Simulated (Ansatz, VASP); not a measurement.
One calculation of AlN, two programs

File INCAR:

```
SYSTEM = AlN
PREC = Accurate
ENCUT = 600
EDIFF = 1E-6
ISMEAR = -1
SIGMA = 0.05
LREAL = .False.
LASPH = .True.
NELM = 80
ALGO = Normal
ISIF = 3
LWAVE = .False.
LCHARG = .False.
GGA = RP
IBRION = 2
NSW = 60
EDIFFG = -0.01
```

The input KPOINTS:

```
regular mesh
0
Gamma
  11 11 11
  0 0 0
```

Contents of POSCAR:

```
AlN
1.0
    0.0000000000      2.0345180000      2.0345180000
    2.0345180000      0.0000000000      2.0345180000
    2.0345180000      2.0345180000      0.0000000000
Al N
1 1
Direct
    0.5000000000      0.5000000000      0.5000000000
    0.0000000000      0.0000000000      0.0000000000
```

File input.yaml:

```yaml
crystal:
  lattice:
    - [0.0, 2.034518, 2.034518]
    - [2.034518, 0.0, 2.034518]
    - [2.034518, 2.034518, 0.0]
  atoms:
    - { symbol: Al, position: [0.5, 0.5, 0.5] }
    - { symbol: "N", position: [0.0, 0.0, 0.0] }
hamiltonian:
  xc: rpbe
  pseudopotentials: { kind: paw }
kpoints:
  mp_grid: { grid: [11, 11, 11] }
scf:
  occupations: { method: fermi_dirac, width: 0.05 }
output:
  forces: true
  stress: true
  eigenvalues: true
relax:
  f_tol: 0.01
  max_steps: 40
  cell: { stress_tol: 0.05 }
```

Alike in both runs: task relaxation of cell and atoms; functional RPBE; k mesh 11 × 11 × 11; occupations fermi-dirac, width 0.05 eV; no spin polarisation.

|  | VASP | Ansatz |
| --- | --- | --- |
| version | VASP 6.6.1 | Ansatz 0.2.0 |
| potentials or method | VASP PAW PBE potentials, release 64 (Al, N) | Ansatz PAW |
| plane-wave cutoff (eV) | 600 | 420 |
| valence electrons in the cell | 8 | 8 |

```csv
,VASP,Ansatz,Ansatz less VASP
"gap on the k mesh at the Fermi level, each at its own relaxed structure (eV)",4.51,4.51,-0.001
relaxed volume (Å³/atom),8.56,8.59,+0.028
relaxed cell length with the largest relative difference (Å),2.893,2.896,+0.0031
```

VASP's potentials were made for PBE, not for RPBE.

Noted on Ansatz's run: odd divisions of the mesh miss points on the zone boundary, where band edges often lie, so the gap on the mesh can be too wide; the plane-wave basis is chosen anew once the cell has moved, so the energies of steps on either side of that aren't comparable.
